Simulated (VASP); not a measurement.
Ta3N, 4 atoms in the cell. It takes space group P-3m1 (No. 164, trigonal). The conventional cell has a = 2.970 Å, b = 2.970 Å, c = 7.371 Å, α = 90.00°, β = 90.00°, γ = 120.00°. Ta (site symmetry 3m) has 3 N at 2.14 Å within 2.8 Å. Within 3.9 Å of Ta (site symmetry -3m) lie 12 Ta at 2.95 to 2.97 Å and 2 N at 3.69 Å. N (site symmetry -3m) has 6 Ta at 2.14 Å within 2.8 Å. 

* Program: VASP 6.6.1
* Task: single point
* Functional: LDA
* Potentials or basis: VASP PAW LDA potentials, release 64 (Ta_sv_GW, N)
* Cutoff: 700 eV
* k mesh: 10 × 10 × 4
* Occupations: fermi-dirac, width 0.05 eV
* Spin: no spin polarisation
* Dipole correction: no
* Further INCAR settings: ALGO = Normal; EDIFF = 1e-06; NBANDS = 30

Potentials or basis: VASP PAW LDA potentials, release 64 (Ta_sv_GW, N).

Launch:

```sh
$ cat potpaw_LDA.64/Ta_sv_GW/POTCAR potpaw_LDA.64/N/POTCAR > POTCAR
$ mpirun -np 1 vasp_std > vasp.out
```

Hardware: 1 thread of AMD EPYC 9R45 96-Core Processor (Zen 5), with other jobs on the host.

**Question.** Estimate the wall time of this run.

**Answer.** Wall time 81 s on 1 thread of AMD EPYC 9R45 96-Core Processor (Zen 5) (shared host), peak memory 0.23 GiB. Counts: scf iterations 18, k points 50.
